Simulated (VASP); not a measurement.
# GaC3 (Pmm2) in VASP: further runs

The runs below take GaC3 through single point, with PBEsol.

Program: VASP 6.6.1. These are calculated values, not measurements. Logs are shortened: lines on timing, memory, paths and dates and some standing lists are left out, and cuts for length are marked.

## Step 1: The cell of the first run

It takes space group Pmm2 (No. 25, orthorhombic). The conventional cell has a = 3.319 Å, b = 3.319 Å, c = 3.319 Å, α = 90.00°, β = 90.00°, γ = 90.00°. Ga (site symmetry mm2) has 12 C at 2.25 to 2.44 Å within 3.0 Å. C (site symmetry mm2) has 8 C at 2.25 to 2.44 Å and 4 Ga at 2.35 Å within 3.0 Å. C (site symmetry mm2) has 4 Ga at 2.35 Å and 8 C at 2.35 Å within 3.1 Å. C (site symmetry mm2) has 4 Ga at 2.25 to 2.44 Å and 8 C at 2.25 to 2.44 Å within 3.0 Å.

## Step 2: Single point, PBEsol

File INCAR:

```
SYSTEM = GaC3
PREC     = Accurate       ! precision mode
ENCUT    = 600            ! plane-wave cutoff, eV
EDIFF    = 1E-6           ! SCF threshold, eV
ISMEAR   = 1              ! smearing method
SIGMA    = 0.1            ! smearing width, eV
LREAL    = .False.        ! projectors in reciprocal space
LASPH    = .True.         ! aspherical terms in the spheres
NELM     = 120            ! most SCF steps
ALGO     = Normal         ! electronic algorithm
ISIF     = 2              ! what is computed and relaxed
LWAVE    = .False.        ! write WAVECAR
LCHARG   = .False.        ! write CHGCAR
GGA      = PS             ! functional
NBANDS   = 20             ! bands
GGA_COMPAT= .False.
```

File KPOINTS:

```
regular mesh
0
Gamma
  6 6 6
  0 0 0
```

File POSCAR:

```
GaC3
1.0
    3.3189480000      0.0000000000      0.0000000000
    0.0000000000      3.3189480000      0.0000000000
    0.0000000000      0.0000000000      3.3189480000
Ga C
1 3
Direct
    0.0000000000      0.0000000000      0.0000000000
    0.0000000000      0.5000000000      0.5000000000
    0.5000000000      0.0000000000      0.5000000000
    0.5400000000      0.5000000000      0.0000000000
```

Potentials or basis: VASP PAW PBE potentials, release 64 (Ga_d, C).

On the command line:

```bash
> cat potpaw_PBE.64/Ga_d/POTCAR potpaw_PBE.64/C/POTCAR > POTCAR
> mpirun -np 1 vasp_std > vasp.out
```

OUTCAR:

```text
SYSTEM = GaC3
   PREC = Accurate
   ENCUT = 600
   EDIFF = 1E-6
   ISMEAR = 1
   LREAL = .False.
   LASPH = .True.
   NELM = 120
   ISIF = 2
   GGA = PS

 ion  position               nearest neighbor table
   1  0.000  0.000  0.000-   4 2.25   4 2.25   2 2.35   2 2.35   3 2.35   2 2.35   3 2.35   2 2.35
                             3 2.35   3 2.35   4 2.44   4 2.44
   2  0.000  0.500  0.500-   1 2.35   1 2.35   1 2.35   1 2.35
   3  0.500  0.000  0.500-   1 2.35   1 2.35   1 2.35   1 2.35
   4  0.540  0.500  0.000-   1 2.25   1 2.25   1 2.44   1 2.44

  LATTYP: Found a simple cubic cell.
 ALAT       =     3.3189480000

  Lattice vectors:

 A1 = (   3.3189480000,   0.0000000000,   0.0000000000)
 A2 = (   0.0000000000,   3.3189480000,   0.0000000000)
 A3 = (   0.0000000000,   0.0000000000,   3.3189480000)

Analysis of symmetry for initial positions (statically):
=====================================================================
 Subroutine PRICEL returns:
 Original cell was already a primitive cell.

 Routine SETGRP: Setting up the symmetry group for a
 simple cubic supercell.

 Subroutine GETGRP returns: Found  4 space group operations
 (whereof  4 operations were pure point group operations)
 out of a pool of 48 trial point group operations.

The static configuration has the point symmetry C_2v.

Analysis of symmetry for dynamics (positions and initial velocities):
=====================================================================
 Subroutine PRICEL returns:
 Original cell was already a primitive cell.

 Routine SETGRP: Setting up the symmetry group for a
 simple cubic supercell.

 Subroutine GETGRP returns: Found  4 space group operations
 (whereof  4 operations were pure point group operations)
 out of a pool of 48 trial point group operations.

The dynamic configuration has the point symmetry C_2v.

 Subroutine INISYM returns: Found  4 space group operations
 (whereof  4 operations are pure point group operations),
 and found     1 'primitive' translations

----------------------------------------------------------------------------------------

                                     Primitive cell

  volume of cell :      36.5596

  direct lattice vectors                    reciprocal lattice vectors
     3.318948000  0.000000000  0.000000000     0.301300292  0.000000000  0.000000000
     0.000000000  3.318948000  0.000000000     0.000000000  0.301300292  0.000000000
     0.000000000  0.000000000  3.318948000     0.000000000  0.000000000  0.301300292

  length of vectors
     3.318948000  3.318948000  3.318948000     0.301300292  0.301300292  0.301300292

  position of ions in fractional coordinates (direct lattice)
     0.000000000  0.000000000  0.000000000
     0.000000000  0.500000000  0.500000000
     0.500000000  0.000000000  0.500000000
     0.540000000  0.500000000  0.000000000

  ion indices of the primitive-cell ions
   primitive index   ion index
                 1           1
                 2           2
                 3           3
                 4           4

----------------------------------------------------------------------------------------

 KPOINTS: regular mesh

Automatic generation of k-mesh.
 Grid dimensions read from file:
 generate k-points for:    6    6    6

 Generating k-lattice:

  Cartesian coordinates                     Fractional coordinates (reciprocal lattice)
     0.050216715  0.000000000  0.000000000     0.166666667  0.000000000  0.000000000
     0.000000000  0.050216715  0.000000000     0.000000000  0.166666667  0.000000000
     0.000000000  0.000000000  0.050216715     0.000000000  0.000000000  0.166666667

  Length of vectors
     0.050216715  0.050216715  0.050216715

  Shift w.r.t. Gamma in fractional coordinates (k-lattice)
     0.000000000  0.000000000  0.000000000

 Subroutine IBZKPT returns following result:
 ===========================================

 Found     64 irreducible k-points:

 Following reciprocal coordinates:
            Coordinates               Weight
  0.000000  0.000000  0.000000      1.000000
  0.166667  0.000000  0.000000      2.000000
  0.000000  0.166667  0.000000      2.000000
  0.000000  0.000000  0.166667      2.000000
  0.333333  0.000000  0.000000      2.000000
  0.000000  0.333333  0.000000      2.000000
[... 16 lines left out ...]
 -0.166667  0.500000  0.000000      2.000000
  0.500000  0.000000  0.166667      2.000000
 [... further k-points ...]
   k-points           NKPTS =     64   k-points in BZ     NKDIM =     64   number of bands    NBANDS=     20
   number of dos      NEDOS =    301   number of ions     NIONS =      4
   total plane-waves  NPLWV =  21952
   dimension x,y,z NGX =    28 NGY =   28 NGZ =   28
   dimension x,y,z NGXF=    56 NGYF=   56 NGZF=   56
   ions per type =               1   3
   NGX,Y,Z   is equivalent  to a cutoff of  14.03, 14.03, 14.03 a.u.
   NGXF,Y,Z  is equivalent  to a cutoff of  28.05, 28.05, 28.05 a.u.
 SYSTEM =  GaC3
   PREC   = accura    normal or accurate (medium, high low for compatibility)
   ISTART =      0    job   : 0-new  1-cont  2-samecut
   ICHARG =      2    charge: 1-file 2-atom 10-const
   ISPIN  =      1    spin polarized calculation?
   LNONCOLLINEAR =      F non collinear calculations
   LSORBIT =      F    spin-orbit coupling
   LASPH  =      T    aspherical Exc in radial PAW
   ENCUT  =  600.0 eV  44.10 Ry    6.64 a.u.   6.63  6.63  6.63*2*pi/ulx,y,z
   NELM   =    120;   NELMIN=  2; NELMDL= -5     # of ELM steps
   EDIFF  = 0.1E-05   stopping-criterion for ELM
   LREAL  =      F    real-space projection
   EDIFFG = 0.1E-04   stopping-criterion for IOM
   NSW    =      0    number of steps for IOM
   IBRION =     -1    ionic relax: 0-MD 1-quasi-New 2-CG
   NFREE  =      0    steps in history (QN), initial steepest desc. (CG)
   ISIF   =      2    stress and relaxation
   ISYM   =      2    0-nonsym 1-usesym 2-fastsym
   POTIM  = 0.5000    time-step for ionic-motion
   TEBEG  =    0.0;   TEEND  =   0.0 temperature during run
   PSTRESS=    0.0 pullay stress
   NELECT =      25.0000    total number of electrons
   NUPDOWN=      -1.0000    fix difference up-down
   EMIN   =  10.00;   EMAX   =-10.00  energy-range for DOS
   EFERMI =   0.00;   METHOD = LEGACY
   ISMEAR =     1;   SIGMA  =   0.10  broadening in eV -4-tet -1-fermi 0-gaus
   EFERMI_NEDOS =   21; number of points for ismear=-14 and -15
   IALGO  =     38    algorithm
   IMIX   =      4    mixing-type and parameters
     AMIX     =   0.40;   BMIX     =  1.00
     AMIX_MAG =   1.60;   BMIX_MAG =  1.00
  volume/ion in A,a.u.               =       9.14        61.68
  Fermi-wavevector in a.u.,A,eV,Ry     =   1.442296  2.725544 28.303079  2.080218
  Thomas-Fermi vector in A             =   2.560832
   LORBIT       =      0    0 simple, 1 ext, 2 COOP (PROOUT), +10 PAW based schemes
   GGA     = PS    functional components
   LHFCALC =     F    Hartree Fock is set to
   AEXX    =    0.0000 exact exchange contribution
   IVDW    =     0    specifies the selected vdW correction
   LEPSILON=     F    determine dielectric tensor
   LRPA    =     F    only Hartree local field effects (RPA)
 non-spin polarized calculation
 Methfessel and Paxton  Order N= 1 SIGMA  =   0.10
  energy-cutoff  :      600.00
  volume of cell :       36.56
 maximum number of plane-waves:      1233
 NGX is ok and might be reduce to    28
   NGX = 13   NGY = 13   NGZ = 13

 number of electron      25.0000005 magnetization

 Free energy of the ion-electron system (eV)
  ---------------------------------------------------
  ext. energy  EPLUGINS =         0.00000000
  ---------------------------------------------------
  free energy    TOTEN  =       -19.71730160 eV

  energy without entropy =      -19.71568547  energy(sigma->0) =      -19.71676289

 E-fermi :   7.3577     XC(G=0): -12.6634

 val. band max:        7.3169458358   @ k =   0.0000   0.3333   0.0000
 cond. band min:       7.3607762038   @ k =   0.3333   0.1667   0.1667
 fundamental gap:      0.0438303679
 Fermi energy:         7.3576515175

 k-point     1 :       0.0000    0.0000    0.0000
  band No.  band energies     occupation
      1      -9.2842      2.00000
      2      -7.6699      2.00000
      3      -7.6573      2.00000
      4      -7.4584      2.00000
      5      -7.4514      2.00000
      6      -7.4500      2.00000
[... 12 lines left out ...]
     19      18.7976      0.00000
     20      19.2936      0.00000

 k-point     2 :       0.1667    0.0000    0.0000
  band No.  band energies     occupation
      1      -8.9619      2.00000
      2      -7.6589      2.00000
      3      -7.6297      2.00000
      4      -7.4840      2.00000
      5      -7.4758      2.00000
      6      -7.4501      2.00000
[... 12 lines left out ...]
     19      18.2346      0.00000
     20      19.2965      0.00000

 k-point     3 :       0.0000    0.1667    0.0000
  band No.  band energies     occupation
      1      -8.9584      2.00000
      2      -7.6486      2.00000
      3      -7.6440      2.00000
      4      -7.4810      2.00000
      5      -7.4778      2.00000
      6      -7.4486      2.00000
[... 12 lines left out ...]
     19      18.2697      0.00000
     20      19.2564      0.00000

 k-point     4 :       0.0000    0.0000    0.1667
  band No.  band energies     occupation
      1      -8.9582      2.00000
      2      -7.6551      2.00000
      3      -7.6345      2.00000
      4      -7.4775      2.00000
      5      -7.4758      2.00000
      6      -7.4570      2.00000
[... 12 lines left out ...]
     19      18.2704      0.00000
     20      18.9110      0.00000

 k-point     5 :       0.3333    0.0000    0.0000
  band No.  band energies     occupation
      1      -8.0838      2.00000
      2      -7.6368      2.00000
      3      -7.5341      2.00000
      4      -7.5263      2.00000
      5      -7.5031      2.00000
      6      -7.4476      2.00000
[... 12 lines left out ...]
     19      16.6990      0.00000
     20      17.9161      0.00000

 k-point     6 :       0.0000    0.3333    0.0000
  band No.  band energies     occupation
      1      -8.0603      2.00000
      2      -7.6253      2.00000
      3      -7.5916      2.00000
      4      -7.5292      2.00000
      5      -7.4665      2.00000
      6      -7.4460      2.00000
[... 12 lines left out ...]
     19      16.7712      0.00000
     20      17.8865      0.00000

 k-point     7 :       0.0000    0.0000    0.3333
  band No.  band energies     occupation
      1      -8.0600      2.00000
      2      -7.6305      2.00000
      3      -7.5343      2.00000
      4      -7.5282      2.00000
      5      -7.5096      2.00000
      6      -7.4545      2.00000
[... 12 lines left out ...]
     19      16.6924      0.00000
     20      17.9333      0.00000
[... 277 lines left out ...]
 k-point    20 :       0.5000    0.1667    0.0000
  band No.  band energies     occupation
      1      -7.7147      2.00000
      2      -7.6230      2.00000
      3      -7.5772      2.00000
      4      -7.5466      2.00000
      5      -7.4694      2.00000
      6      -6.3131      2.00000
[... 12 lines left out ...]
     19      15.8520      0.00000
     20      15.9733      0.00000

 k-point    21 :       0.0000    0.5000    0.1667
  band No.  band energies     occupation
      1      -7.6950      2.00000
      2      -7.6209      2.00000
      3      -7.5753      2.00000
      4      -7.5655      2.00000
      5      -7.4672      2.00000
      6      -6.2311      2.00000
[... 12 lines left out ...]
     19      15.8595      0.00000
     20      16.0904      0.00000

 k-point    22 :       0.1667    0.0000    0.5000
  band No.  band energies     occupation
      1      -7.6793      2.00000
      2      -7.6462      2.00000
      3      -7.5696      2.00000
      4      -7.5486      2.00000
      5      -7.4755      2.00000
      6      -6.2231      2.00000
[... 12 lines left out ...]
     19      15.7794      0.00000
     20      16.0555      0.00000

 k-point    23 :      -0.1667    0.5000    0.0000
  band No.  band energies     occupation
      1      -7.7081      2.00000
      2      -7.6248      2.00000
      3      -7.5718      2.00000
      4      -7.5500      2.00000
      5      -7.4672      2.00000
      6      -6.2398      2.00000
[... 12 lines left out ...]
     19      15.9255      0.00000
     20      15.9773      0.00000

 k-point    24 :       0.5000    0.0000    0.1667
  band No.  band energies     occupation
      1      -7.6978      2.00000
      2      -7.6347      2.00000
      3      -7.5751      2.00000
      4      -7.5542      2.00000
      5      -7.4690      2.00000
      6      -6.3173      2.00000
[... 12 lines left out ...]
     19      15.8164      0.00000
     20      16.0653      0.00000

 [... further k-points ...]
[... 5 lines left out ...]
  --------------------------------------------------------------------------------------
  -------------------------------------------------------------------------------------
  Total       -1.4175209     -0.5953137     -1.1083637      0.0000000      0.0000000      0.0000000
  in kB      -62.1210389    -26.0888591    -48.5726197      0.0000000      0.0000000      0.0000000
  external PRESSURE =     -45.5941726 kB  Pullay stress =       0.0000000 kB

 VOLUME and BASIS-vectors are now :
 -----------------------------------------------------------------------------
  energy-cutoff  :      600.00
  volume of cell :       36.56
      direct lattice vectors                 reciprocal lattice vectors
     3.318948000  0.000000000  0.000000000     0.301300292  0.000000000  0.000000000
     0.000000000  3.318948000  0.000000000     0.000000000  0.301300292  0.000000000
     0.000000000  0.000000000  3.318948000     0.000000000  0.000000000  0.301300292

 POSITION                                       TOTAL-FORCE (eV/Angst)
 -----------------------------------------------------------------------------------
      0.00000      0.00000      0.00000         0.438083      0.000000      0.000000
      0.00000      1.65947      1.65947        -0.466863      0.000000      0.000000
      1.65947      0.00000      1.65947        -0.514427      0.000000      0.000000
      1.79223      1.65947      0.00000         0.543207      0.000000      0.000000
 -----------------------------------------------------------------------------------
    total drift:                                0.000015     -0.000000     -0.000000

  FREE ENERGIE OF THE ION-ELECTRON SYSTEM (eV)
  ---------------------------------------------------
  free  energy   TOTEN  =       -19.7173015951 eV

  energy  without entropy=      -19.7156854688  energy(sigma->0) =      -19.71676289
```

It took 22 s on 1 thread of Intel Xeon Platinum 8559C (Emerald Rapids), shared host; peak memory 0.18 GiB.

What came out:

```yaml
Free_energy: -19.7173 eV
Pressure: -4.6 GPa
Largest_force: 0.543 eV/Å
```

Forces on the atoms (eV/Å):
```
Ga   0.438  0.000  0.000
C   -0.467  0.000  0.000
C   -0.514  0.000  0.000
C    0.543  0.000  0.000
```

Levels at points of the mesh, in eV from the Fermi level:
| k point | band 9 | band 10 | band 11 | band 12 | band 13 | band 14 | band 15 | band 16 | band 17 | band 18 |
| --- | --- | --- | --- | --- | --- | --- | --- | --- | --- | --- |
| (0.00, 0.00, 0.00) | -5.44 | -5.43 | -5.14 | -0.19 | 1.30 | 1.34 | 1.44 | 3.83 | 3.91 | 3.91 |
| (0.50, 0.00, 0.00) | -3.04 | -2.97 | -1.91 | -1.88 | -1.64 | -0.65 | 0.63 | 3.64 | 3.74 | 6.42 |
| (0.00, 0.50, 0.00) | -2.96 | -2.88 | -2.12 | -1.97 | -1.61 | -0.53 | 0.57 | 3.67 | 3.75 | 6.41 |
| (0.00, 0.00, 0.50) | -2.95 | -2.89 | -2.13 | -2.02 | -1.61 | -0.40 | 0.73 | 3.68 | 3.70 | 6.41 |
| (0.50, 0.50, 0.00) | -8.87 | -1.12 | -1.09 | -0.47 | -0.42 | -0.32 | 0.26 | 4.22 | 4.62 | 4.91 |
| (0.00, 0.50, 0.50) | -8.86 | -1.08 | -0.94 | -0.49 | -0.41 | -0.27 | 0.16 | 4.04 | 4.29 | 4.95 |
| (0.50, 0.00, 0.50) | -8.77 | -1.06 | -0.56 | -0.52 | -0.38 | -0.36 | -0.31 | 4.14 | 4.67 | 4.98 |
| (0.50, 0.50, 0.50) | -7.15 | -7.14 | -7.04 | -6.94 | -3.44 | 4.66 | 4.72 | 4.72 | 5.04 | 5.14 |

Caveat: the PAW data sets were made with another functional, which shifts forces and pressure a little.

## Step 3: Single point, PBEsol

File INCAR:

```
PREC = Accurate ; ENCUT = 600
EDIFF = 1E-6 ; ISMEAR = 1
SIGMA = 0.1 ; LREAL = F
LASPH = T ; NELM = 120
ALGO = Normal ; ISIF = 2
LWAVE = F ; LCHARG = F
GGA = PS ; NBANDS = 20
GGA_COMPAT = F
```

File KPOINTS:

```
regular mesh
0
Gamma
  6 6 6
```

Edit POSCAR of step 2 so:

```diff
@@ -11,2 +11,2 @@
     0.5000000000      0.0000000000      0.5000000000
-    0.5400000000      0.5000000000      0.0000000000
+    0.5500000000      0.5000000000      0.0000000000
```

Potentials or basis: VASP PAW PBE potentials, release 64 (Ga_d, C).

On the command line:

```bash
> cat potpaw_PBE.64/Ga_d/POTCAR potpaw_PBE.64/C/POTCAR > POTCAR
> mpirun -np 1 vasp_std > vasp.out
```

Wall time 22 s (1 thread of Intel Xeon Platinum 8559C (Emerald Rapids), shared host); peak memory 0.18 GiB.

It converged, with:

| Item | Value |
| --- | --- |
| Free energy | -19.7365 eV |
| Pressure | -4.3 GPa |
| Largest force | 0.653 eV/Å |

Forces on the atoms (eV/Å):
```
Ga   0.545  0.000  0.000
C   -0.504  0.000  0.000
C   -0.653  0.000  0.000
C    0.612  0.000  0.000
```

Stress tensor (GPa, compression positive):
```
-6.33  0.00  0.00
 0.00 -1.63  0.00
 0.00  0.00 -4.81
```

Levels at points of the mesh, in eV from the Fermi level:
```csv
k point,band 11,band 12,band 13,band 14,band 15,band 16
"(0.00, 0.00, 0.00)",-5.04,-0.26,1.28,1.34,1.48,3.79
"(0.50, 0.00, 0.00)",-1.88,-1.84,-1.66,-0.67,0.63,3.60
"(0.00, 0.50, 0.00)",-2.20,-1.98,-1.61,-0.50,0.54,3.65
"(0.00, 0.00, 0.50)",-2.21,-2.05,-1.60,-0.31,0.78,3.67
"(0.50, 0.50, 0.00)",-1.18,-0.47,-0.43,-0.29,0.43,4.22
"(0.00, 0.50, 0.50)",-1.05,-0.51,-0.43,-0.24,0.32,3.87
"(0.50, 0.00, 0.50)",-0.61,-0.55,-0.38,-0.34,-0.31,4.10
"(0.50, 0.50, 0.50)",-7.01,-6.85,-3.47,4.64,4.74,4.74
```

Caveat: the PAW data sets were made with another functional, which shifts forces and pressure a little.
